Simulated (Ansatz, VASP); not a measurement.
# BN: VASP beside Ansatz

```
B N
1.0
    -2.55458    0.00000    0.00000
    -1.27729   -2.21233    0.00000
    -0.95797   -0.55308   12.67354
B N
6 6
Direct
  0.60939 0.60939 0.22912
  0.52605 0.52605 0.56245
  0.44272 0.44272 0.89579
  0.31772 0.31772 0.06245
  0.23439 0.23439 0.39579
  0.15105 0.15105 0.72912
  0.64060 0.64060 0.10425
  0.55727 0.55727 0.43758
  0.47394 0.47394 0.77091
  0.09894 0.09894 0.93758
  0.26560 0.26560 0.27091
  0.18227 0.18227 0.60425
```

Alike in both runs: task single point; functional PBE; k mesh 10 × 10 × 2; occupations gaussian, width 0.05 eV; no spin polarisation.

|  | VASP | Ansatz |
| --- | --- | --- |
| version | VASP 6.6.1 | Ansatz 0.2.0 |
| potentials or method | VASP PAW PBE potentials, release 64 (B, N), cutoff 520 eV | scalar-relativistic, plane waves, PAW |
| valence electrons in the cell | 48 | 48 |

```csv
,VASP,Ansatz,Ansatz less VASP
gap on the k mesh at the Fermi level (eV),2.49,2.49,+0.004
least direct gap on the mesh (eV),3.75,3.76,+0.008
pressure (GPa),0.1,-0.1,-0.22
"traceless stress, the component that is largest in VASP (GPa)",6.98,7.05,+0.069
rms of the force components (eV/Å),0.509,0.511,+0.0017
```

Atom by atom the forces differ by 0.004 eV/Å (rms over components). With one functional, cell and mesh, what is left measures potentials, basis and numerics.
